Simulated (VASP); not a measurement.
# Cu (Cmcm) in VASP: a series of runs

Runs on Cu. Level: PBEsol. Tasks: single point.

All numbers are computed with VASP 6.6.1; they aren't measurements. Logs are shortened: lines on timing, memory, paths and dates and some standing lists are left out, and cuts for length are marked.

## Step 1: The cell of the first run

Symmetry: Cmcm, No. 63, orthorhombic system. Conventional cell: a = 2.437 Å, b = 7.953 Å, c = 2.475 Å, α = 90.00°, β = 90.00°, γ = 90.00°. Cu (site symmetry m2m) has 10 Cu at 2.44 to 2.54 Å within 3.2 Å.

## Step 2: Single point, PBEsol

File INCAR:

```
PREC     = Accurate       # precision mode
ENCUT    = 520            # plane-wave cutoff, eV
EDIFF    = 1E-7           # SCF threshold, eV
ISMEAR   = -1             # smearing method
SIGMA    = 0.1            # smearing width, eV
LREAL    = False          # projectors in reciprocal space
LASPH    = True           # aspherical terms in the spheres
NELM     = 100            # most SCF steps
ALGO     = Normal         # electronic algorithm
ISIF     = 2              # what is computed and relaxed
LWAVE    = False          # write WAVECAR
LCHARG   = True           # write CHGCAR
GGA      = PS             # functional
LELF     = True           # ELF
LVHAR    = True         
NBANDS   = 18             # bands
```

File KPOINTS:

```
Automatic mesh
0
Gamma
  11 11 11
```

File POSCAR:

```
Cu
1.0
    1.2184640000     -3.9763780000      0.0000000000
    1.2184640000      3.9763780000      0.0000000000
    0.0000000000      0.0000000000      2.4754960000
Cu
2
Direct
    0.1338670000      0.8661330000      0.2500000000
    0.8661330000      0.1338670000      0.7500000000
```

Potentials or basis: VASP PAW PBE potentials, release 64 (Cu).

Run with:

```bash
$ cat potpaw_PBE.64/Cu/POTCAR > POTCAR
$ mpirun -np 1 vasp_std > vasp.out
```

OUTCAR:

```text
PREC = Accurate
   ENCUT = 520
   EDIFF = 1E-7
   ISMEAR = -1
   LREAL = False
   LASPH = True
   NELM = 100
   ISIF = 2
   GGA = PS

 ion  position               nearest neighbor table
   1  0.134  0.866  0.250-   2 2.46   2 2.46   2 2.54   2 2.54   2 2.54   2 2.54
   2  0.866  0.134  0.750-   1 2.46   1 2.46   1 2.54   1 2.54   1 2.54   1 2.54

  LATTYP: Found a base centered orthorhombic cell.
 ALAT       =     2.4369280000
 B/A-ratio  =     3.2634349476
 C/A-ratio  =     1.0158264832

  Lattice vectors:

 A1 = (   1.2184640000,  -3.9763780000,   0.0000000000)
 A2 = (   1.2184640000,   3.9763780000,   0.0000000000)
 A3 = (   0.0000000000,   0.0000000000,   2.4754960000)

Analysis of symmetry for initial positions (statically):
=====================================================================
 Subroutine PRICEL returns:
 Original cell was already a primitive cell.

 Routine SETGRP: Setting up the symmetry group for a
 base centered orthorhombic supercell.

 Subroutine GETGRP returns: Found  8 space group operations
 (whereof  4 operations were pure point group operations)
 out of a pool of  8 trial point group operations.

The static configuration has the point symmetry C_2h.
 The point group associated with its full space group is D_2h.

Analysis of symmetry for dynamics (positions and initial velocities):
=====================================================================
 Subroutine PRICEL returns:
 Original cell was already a primitive cell.

 Routine SETGRP: Setting up the symmetry group for a
 base centered orthorhombic supercell.

 Subroutine GETGRP returns: Found  8 space group operations
 (whereof  4 operations were pure point group operations)
 out of a pool of  8 trial point group operations.

The dynamic configuration has the point symmetry C_2h.
 The point group associated with its full space group is D_2h.

 Subroutine INISYM returns: Found  8 space group operations
 (whereof  4 operations are pure point group operations),
 and found     1 'primitive' translations

----------------------------------------------------------------------------------------

                                     Primitive cell

  volume of cell :      23.9879

  direct lattice vectors                    reciprocal lattice vectors
     1.218464000 -3.976378000  0.000000000     0.410352706 -0.125742573  0.000000000
     1.218464000  3.976378000  0.000000000     0.410352706  0.125742573  0.000000000
     0.000000000  0.000000000  2.475496000     0.000000000  0.000000000  0.403959449

  length of vectors
     4.158874429  4.158874429  2.475496000     0.429185902  0.429185902  0.403959449

  position of ions in fractional coordinates (direct lattice)
     0.133867000  0.866133000  0.250000000
     0.866133000  0.133867000  0.750000000

  ion indices of the primitive-cell ions
   primitive index   ion index
                 1           1
                 2           2

----------------------------------------------------------------------------------------

 KPOINTS: Automatic mesh

Automatic generation of k-mesh.
 Grid dimensions read from file:
 generate k-points for:   11   11   11

 Generating k-lattice:

  Cartesian coordinates                     Fractional coordinates (reciprocal lattice)
     0.037304791 -0.011431143  0.000000000     0.090909091  0.000000000  0.000000000
     0.037304791  0.011431143  0.000000000     0.000000000  0.090909091  0.000000000
     0.000000000  0.000000000  0.036723586     0.000000000  0.000000000  0.090909091

  Length of vectors
     0.039016900  0.039016900  0.036723586

  Shift w.r.t. Gamma in fractional coordinates (k-lattice)
     0.000000000  0.000000000  0.000000000

 Subroutine IBZKPT returns following result:
 ===========================================

 Found    216 irreducible k-points:

 Following reciprocal coordinates:
            Coordinates               Weight
  0.000000  0.000000  0.000000      1.000000
  0.090909  0.000000  0.000000      4.000000
  0.181818  0.000000  0.000000      4.000000
  0.272727  0.000000  0.000000      4.000000
  0.363636 -0.000000  0.000000      4.000000
  0.454545  0.000000  0.000000      4.000000
[... 16 lines left out ...]
 -0.272727  0.181818  0.000000      4.000000
 -0.181818  0.181818  0.000000      2.000000
 [... further k-points ...]
   k-points           NKPTS =    216   k-points in BZ     NKDIM =    216   number of bands    NBANDS=     18
   number of dos      NEDOS =    301   number of ions     NIONS =      2
   total plane-waves  NPLWV =  18432
   dimension x,y,z NGX =    32 NGY =   32 NGZ =   18
   dimension x,y,z NGXF=    64 NGYF=   64 NGZF=   36
   ions per type =               2
   NGX,Y,Z   is equivalent  to a cutoff of  12.79, 12.79, 12.09 a.u.
   NGXF,Y,Z  is equivalent  to a cutoff of  25.58, 25.58, 24.18 a.u.
 SYSTEM =  unknown system
   PREC   = accura    normal or accurate (medium, high low for compatibility)
   ISTART =      0    job   : 0-new  1-cont  2-samecut
   ICHARG =      2    charge: 1-file 2-atom 10-const
   ISPIN  =      1    spin polarized calculation?
   LNONCOLLINEAR =      F non collinear calculations
   LSORBIT =      F    spin-orbit coupling
   LASPH  =      T    aspherical Exc in radial PAW
   ENCUT  =  520.0 eV  38.22 Ry    6.18 a.u.   7.73  7.73  4.60*2*pi/ulx,y,z
   NELM   =    100;   NELMIN=  2; NELMDL= -5     # of ELM steps
   EDIFF  = 0.1E-06   stopping-criterion for ELM
   LREAL  =      F    real-space projection
   EDIFFG = 0.1E-05   stopping-criterion for IOM
   NSW    =      0    number of steps for IOM
   IBRION =     -1    ionic relax: 0-MD 1-quasi-New 2-CG
   NFREE  =      0    steps in history (QN), initial steepest desc. (CG)
   ISIF   =      2    stress and relaxation
   ISYM   =      2    0-nonsym 1-usesym 2-fastsym
   POTIM  = 0.5000    time-step for ionic-motion
   TEBEG  =    0.0;   TEEND  =   0.0 temperature during run
   PSTRESS=    0.0 pullay stress
   NELECT =      22.0000    total number of electrons
   NUPDOWN=      -1.0000    fix difference up-down
   EMIN   =  10.00;   EMAX   =-10.00  energy-range for DOS
   EFERMI =   0.00;   METHOD = LEGACY
   ISMEAR =    -1;   SIGMA  =   0.10  broadening in eV -4-tet -1-fermi 0-gaus
   EFERMI_NEDOS =   21; number of points for ismear=-14 and -15
   IALGO  =     38    algorithm
   IMIX   =      4    mixing-type and parameters
     AMIX     =   0.40;   BMIX     =  1.00
     AMIX_MAG =   1.60;   BMIX_MAG =  1.00
  volume/ion in A,a.u.               =      11.99        80.94
  Fermi-wavevector in a.u.,A,eV,Ry     =   1.590565  3.005733 34.421356  2.529898
  Thomas-Fermi vector in A             =   2.689241
   LORBIT       =      0    0 simple, 1 ext, 2 COOP (PROOUT), +10 PAW based schemes
   GGA     = PS    functional components
   LHFCALC =     F    Hartree Fock is set to
   AEXX    =    0.0000 exact exchange contribution
   IVDW    =     0    specifies the selected vdW correction
   LEPSILON=     F    determine dielectric tensor
   LRPA    =     F    only Hartree local field effects (RPA)
 non-spin polarized calculation
  energy-cutoff  :      520.00
  volume of cell :       23.99
 maximum number of plane-waves:       668
   NGX = 15   NGY = 15   NGZ =  9

 number of electron      21.9999988 magnetization

 Free energy of the ion-electron system (eV)
  ---------------------------------------------------
  ext. energy  EPLUGINS =         0.00000000
  ---------------------------------------------------
  free energy    TOTEN  =        -8.31291186 eV

  energy without entropy =       -8.29490890  energy(sigma->0) =       -8.30391038

 E-fermi :   7.1958     XC(G=0): -12.7837

 val. band max:        7.1915264740   @ k =  -0.4545   0.2727   0.4545
 cond. band min:       7.1993610160   @ k =  -0.3636   0.3636   0.3636
 fundamental gap:      0.0078345420
 Fermi energy:         7.1957990918

 k-point     1 :       0.0000    0.0000    0.0000
  band No.  band energies     occupation
      1      -2.0682      2.00000
      2       2.2401      2.00000
      3       3.0013      2.00000
      4       3.4818      2.00000
      5       4.1913      2.00000
      6       4.4560      2.00000
[... 10 lines left out ...]
     17      26.7717      0.00000
     18      28.7488      0.00000

 k-point     2 :       0.0909    0.0000    0.0000
  band No.  band energies     occupation
      1      -1.8300      2.00000
      2       2.3293      2.00000
      3       3.0901      2.00000
      4       3.5638      2.00000
      5       4.2183      2.00000
      6       4.4451      2.00000
[... 10 lines left out ...]
     17      27.3977      0.00000
     18      30.5960      0.00000

 k-point     3 :       0.1818    0.0000    0.0000
  band No.  band energies     occupation
      1      -1.1355      2.00000
      2       2.5445      2.00000
      3       3.3215      2.00000
      4       3.7563      2.00000
      5       4.1535      2.00000
      6       4.2886      2.00000
[... 10 lines left out ...]
     17      27.7277      0.00000
     18      31.0412      0.00000

 k-point     4 :       0.2727    0.0000    0.0000
  band No.  band energies     occupation
      1      -0.0632      2.00000
      2       2.7529      2.00000
      3       3.5001      2.00000
      4       3.5827      2.00000
      5       4.2074      2.00000
      6       4.3698      2.00000
[... 375 lines left out ...]
      4       3.7954      2.00000
      5       3.8932      2.00000
      6       4.4269      2.00000
[... 10 lines left out ...]
     17      27.9921      0.00000
     18      28.5518      0.00000

 k-point    23 :      -0.2727    0.1818    0.0000
  band No.  band energies     occupation
      1      -1.3476      2.00000
      2       2.1523      2.00000
      3       2.9798      2.00000
      4       3.6304      2.00000
      5       4.1862      2.00000
      6       4.3735      2.00000
[... 10 lines left out ...]
     17      27.6328      0.00000
     18      29.0303      0.00000

 k-point    24 :      -0.1818    0.1818    0.0000
  band No.  band energies     occupation
      1      -1.7415      2.00000
      2       2.1306      2.00000
      3       2.9297      2.00000
      4       3.5304      2.00000
      5       4.2997      2.00000
      6       4.3322      2.00000
[... 10 lines left out ...]
     17      28.4904      0.00000
     18      28.5207      0.00000

 [... further k-points ...]

------------------------ aborting loop because EDIFF is reached ----------------------------------------

  FORCE on cell =-STRESS in cart. coord.  units (eV):
  Direction    XX          YY          ZZ          XY          YZ          ZX
  --------------------------------------------------------------------------------------
  -------------------------------------------------------------------------------------
  Total       -0.1120304     -0.2002198     -0.0719629      0.0000000     -0.0000000      0.0000000
  in kB       -7.4826221    -13.3728790     -4.8064748      0.0000000     -0.0000000      0.0000000
  external PRESSURE =      -8.5539920 kB  Pullay stress =       0.0000000 kB

 VOLUME and BASIS-vectors are now :
 -----------------------------------------------------------------------------
  energy-cutoff  :      520.00
  volume of cell :       23.99
      direct lattice vectors                 reciprocal lattice vectors
     1.218464000 -3.976378000  0.000000000     0.410352706 -0.125742573  0.000000000
     1.218464000  3.976378000  0.000000000     0.410352706  0.125742573  0.000000000
     0.000000000  0.000000000  2.475496000     0.000000000  0.000000000  0.403959449

 POSITION                                       TOTAL-FORCE (eV/Angst)
 -----------------------------------------------------------------------------------
      1.21846      2.91177      0.61887         0.000000     -0.001029      0.000000
      1.21846     -2.91177      1.85662         0.000000      0.001029     -0.000000
 -----------------------------------------------------------------------------------
    total drift:                                0.000000     -0.000000      0.000000

  FREE ENERGIE OF THE ION-ELECTRON SYSTEM (eV)
  ---------------------------------------------------
  free  energy   TOTEN  =        -8.3129118570 eV

  energy  without entropy=       -8.2949089017  energy(sigma->0) =       -8.30391038
```

Run time: 4.5 min. Hardware: 1 thread of AMD EPYC 7R13, shared host; peak memory 0.18 GiB.

What came out:

| Property | Result |
| --- | --- |
| Free energy | -8.3129 eV |
| Pressure | -0.9 GPa |
| Band gap on the k mesh | zero (bands 11 and 12 overlap by 5.41 eV) |

Levels at points of the mesh, in eV from the Fermi level:
| k point | band 7 | band 8 | band 9 | band 10 | band 11 | band 12 | band 13 | band 14 | band 15 | band 16 |
| --- | --- | --- | --- | --- | --- | --- | --- | --- | --- | --- |
| (0.00, 0.00, 0.00) | -2.31 | -2.00 | -1.81 | -1.67 | -1.42 | -0.07 | 4.80 | 14.73 | 18.38 | 19.26 |

Caveat: the PAW data sets were made with another functional, which shifts forces and pressure a little.

## Step 3: Single point, PBEsol

File INCAR:

```
SYSTEM = Cu
  ALGO = Normal
  EDIFF = 1E-6
  ENCUT = 520
  GGA = PS
  ISIF = 2
  ISMEAR = -1
  LASPH = .TRUE.
  LCHARG = .FALSE.
  LREAL = .FALSE.
  LWAVE = .FALSE.
  NBANDS = 18
  NELM = 60
  PREC = Accurate
  SIGMA = 0.1
```

File KPOINTS:

```
k-points
0
G
  11 11 11
  0 0 0
```

POSCAR is that of step 2.

Potentials or basis: VASP PAW PBE potentials, release 64 (Cu).

Run with:

```bash
$ cat potpaw_PBE.64/Cu/POTCAR > POTCAR
$ mpirun -np 1 vasp_std > vasp.out
```

Wall time 3.3 min (1 thread of AMD EPYC 7R13, shared host); peak memory 0.18 GiB.

It converged, with:

- Free energy: -8.3129 eV
- Pressure: -0.8 GPa
- Band gap on the k mesh: zero (bands 11 and 12 overlap by 5.41 eV)

Stress tensor (GPa, compression positive):
```
-0.67  0.00  0.00
 0.00 -1.26  0.00
 0.00  0.00 -0.40
```

Levels at points of the mesh, in eV from the Fermi level:
```
           k point  band 8  band 9  band 10  band 11  band 12  band 13  band 14  band 15
(0.00, 0.00, 0.00)   -2.00   -1.81    -1.67    -1.42    -0.07     4.80    14.73    18.38
```

Caveat: the PAW data sets were made with another functional, which shifts forces and pressure a little.
